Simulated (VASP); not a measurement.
Co, 1 atom in the cell. Symmetry: Im-3m, No. 229, cubic system. Conventional cell: a = 2.769 Å, b = 2.769 Å, c = 2.769 Å, α = 90.00°, β = 90.00°, γ = 90.00°. Co (site symmetry m-3m) has 14 Co at 2.40 to 2.77 Å within 3.2 Å. This isn't the form of Co at room conditions, which is hcp.

```yaml
Program: VASP 6.6.1
Task: single point
Functional: LDA
Potentials_or_basis: VASP PAW LDA potentials, release 64 (Co)
Cutoff: 520 eV
k_mesh: 18 × 18 × 18
Occupations: fermi-dirac, width 0.1 eV
Spin: no spin polarisation
Dipole_correction: no
Further_INCAR_settings: ALGO = Normal; EDIFF = 1e-07; NBANDS = 10
```

Potentials or basis: VASP PAW LDA potentials, release 64 (Co).

Command:

```bash
$ cat potpaw_LDA.64/Co/POTCAR > POTCAR
$ mpirun -np 1 vasp_std > vasp.out
```

Hardware: 1 thread of AMD EPYC 7R13 (shared host).

Q: Estimate the wall time of this run.

A: It took 35 s on 1 thread of AMD EPYC 7R13 (shared host), peak memory 0.1 GiB. Counts: scf iterations 12, k points 195.
